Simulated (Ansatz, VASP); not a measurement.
Se in VASP and in Ansatz

```
Se
1.0
     3.87907    2.23958    6.30619
    -3.87907    2.23958    6.30619
     0.00000   -4.47916    6.30619
Se
12
Direct
  0.06716 0.54773 0.06716
  0.06716 0.06716 0.54773
  0.54773 0.06716 0.06716
  0.93284 0.45227 0.93284
  0.45227 0.93284 0.93284
  0.93284 0.93284 0.45227
  0.29301 0.62121 0.29301
  0.29301 0.29301 0.62121
  0.62121 0.29301 0.29301
  0.70699 0.37879 0.70699
  0.37879 0.70699 0.70699
  0.70699 0.70699 0.37879
```

Alike in both runs: functional PBE; k mesh 6 × 6 × 6; occupations gaussian, width 0.1 eV; no spin polarisation.

Ansatz relaxed the structure, and its values are those at the end. VASP's run is a single point on that final structure, the one shown.

```csv
,VASP,Ansatz
version,VASP 6.6.1,Ansatz 0.2.0
potentials or method,"VASP PAW PBE potentials, release 64 (Se), cutoff 520 eV","scalar-relativistic, plane waves, PAW"
valence electrons in the cell,72,192
```

```tsv
	VASP	Ansatz	Ansatz less VASP
gap on the k mesh at the Fermi level (eV)	none	none	-
pressure (GPa)	0.1	0.0	-0.06
rms of the force components (eV/Å)	0.013	0.001	-0.0116
```

A gap of «none» marks a metal or a gap that the smearing closes. The functional is the same, so the differences come from potentials, cutoffs and numerics. VASP's potentials hold 72 valence electrons a cell and Ansatz's 192, so a difference there can come from the potentials and not from the codes.
